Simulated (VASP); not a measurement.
Input of a VASP 6.6.1 run:

Contents of INCAR:

```
SYSTEM = Co
ALGO = Normal ; EDIFF = 1E-6
ENCUT = 520 ; GGA = RE
ISIF = 2 ; ISMEAR = -1
ISPIN = 2 ; LASPH = .TRUE.
LCHARG = .FALSE. ; LMAXMIX = 4
LORBIT = 11 ; LREAL = .FALSE.
LWAVE = .FALSE. ; MAGMOM = 1.777 1.777
NBANDS = 20 ; NELM = 150
PREC = Accurate ; SIGMA = 0.05
```

The input KPOINTS:

```
k-points
0
G
  12 12 12
  0 0 0
```

Contents of POSCAR:

```
Co
1.0
    0.0000000000      2.4903771472      2.4903771472
    2.4903771472      0.0000000000      2.4903771472
    2.4903771472      2.4903771472      0.0000000000
Co
2
Direct
    0.1250000000      0.1250000000      0.1250000000
    0.8750000000      0.8750000000      0.8750000000
```

Potentials or basis: VASP PAW PBE potentials, release 64 (Co).

Launch:

```console
$ cat potpaw_PBE.64/Co/POTCAR > POTCAR
$ mpirun -np 1 vasp_std > vasp.out
```

(1) What does it give for the pressure?

(2) Estimate the site moments.

Answers

(1) 8.6 GPa.

(2) Co +1.69 μB.

Caveat: the cell stands under pressure; the PAW data sets were made with another functional, which shifts forces and pressure a little.
